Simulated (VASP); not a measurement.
# Bi: electric field gradients with PBE

Bi:

```
CELL_PARAMETERS angstrom
2.22660 1.28553 3.87328
-2.22660 1.28553 3.87328
0.00000 -2.57105 3.87328
ATOMIC_POSITIONS crystal
Bi 0.23389 0.23389 0.23389
Bi 0.76611 0.76611 0.76611
```

```json
{"Program": "VASP 6.6.1", "Task": "electric field gradients", "Functional": "PBE", "Potentials or basis": "VASP PAW PBE potentials, release 64 (Bi_d)", "Cutoff": "520 eV", "k mesh": "11 × 11 × 11", "Occupations": "fermi-dirac, width 0.03 eV", "Spin": "no spin polarisation", "Dipole correction": "no", "Further INCAR settings": "ALGO = Normal; EDIFF = 1e-08; NBANDS = 22"}
```

The pressure is 5.3 GPa, the largest force is 0.512 eV/Å and the band gap on the k mesh is zero (bands 15 and 16 overlap by 0.07 eV). The largest electric field gradient by atom is Bi -34.1 V/Å².

Forces on the atoms (eV/Å):
```
Bi   0.000  0.000  0.512
Bi   0.000  0.000 -0.512
```

Stress tensor (GPa, compression positive):
```
5.49 0.00 0.00
0.00 5.49 0.00
0.00 0.00 5.03
```

Levels at points of the mesh, in eV from the Fermi level:
```
           k point  band 13  band 14  band 15  band 16  band 17  band 18
(0.00, 0.00, 0.00)    -1.60    -1.31    -1.31     2.55     3.08     3.08
```

Electric field gradients, principal values (V/Å²):
```
atom   least  middle  greatest (by size)
1 Bi  17.067  17.067             -34.134
2 Bi  17.067  17.067             -34.134
```

Wall time 75 s on 1 thread of Intel(R) Xeon(R) 6975P-C (Granite Rapids), on a shared host, peak memory 0.31 GiB.

Caveat: the cell stands under pressure; without QUAD_EFG the Cq values of the log hold for a quadrupole moment of 1 mb, not for the nuclei; spin-orbit coupling is left out, which moves the levels of the heavy elements.
